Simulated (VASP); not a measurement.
Set up this calculation in VASP 6.6.1, as the native input.

* Task: single point
* Functional: revPBE
* Potentials or basis: VASP PAW PBE potentials, release 64 (Be, S)
* Cutoff: 600 eV
* k mesh: 8 × 8 × 8
* Occupations: gaussian, width 0.05 eV
* Spin: no spin polarisation
* Dipole correction: no
* Further INCAR settings: ALGO = Normal; EDIFF = 1e-06; NBANDS = 11

The structure of BeS lies in POSCAR:

```
BeS
1.0
    0.0000000000      2.4544004248      2.4544004248
    2.4544004248      0.0000000000      2.4544004248
    2.4544004248      2.4544004248      0.0000000000
Be S
1 1
Direct
    0.0000000000      0.0000000000      0.0000000000
    0.7500000000      0.7500000000      0.7500000000
```

The input as run:

INCAR

```
SYSTEM = BeS
PREC     = Accurate       ! precision mode
ENCUT    = 600            ! plane-wave cutoff, eV
EDIFF    = 1E-6           ! SCF threshold, eV
ISMEAR   = 0              ! smearing method
SIGMA    = 0.05           ! smearing width, eV
LREAL    = .False.        ! projectors in reciprocal space
LASPH    = .True.         ! aspherical terms in the spheres
NELM     = 120            ! most SCF steps
ALGO     = Normal         ! electronic algorithm
ISIF     = 2              ! what is computed and relaxed
LWAVE    = .False.        ! write WAVECAR
LCHARG   = .False.        ! write CHGCAR
GGA      = RE             ! functional
NBANDS   = 11             ! bands
GGA_COMPAT= .False.
```

KPOINTS

```
regular mesh
0
Gamma
  8 8 8
  0 0 0
```

Potentials or basis: VASP PAW PBE potentials, release 64 (Be, S).

The run is started by

```console
$ cat potpaw_PBE.64/Be/POTCAR potpaw_PBE.64/S/POTCAR > POTCAR
$ mpirun -np 1 vasp_std > vasp.out
```

It gave:

```yaml
Pressure: 0.0 GPa
Band_gap_on_the_k_mesh: 3.27 eV, indirect (least direct gap 5.69 eV)
```

Caveat: the PAW data sets were made with another functional, which shifts forces and pressure a little.

It took 19 s on 1 thread of Intel Xeon 8259CL, with other jobs on the host, peak memory 0.15 GiB.
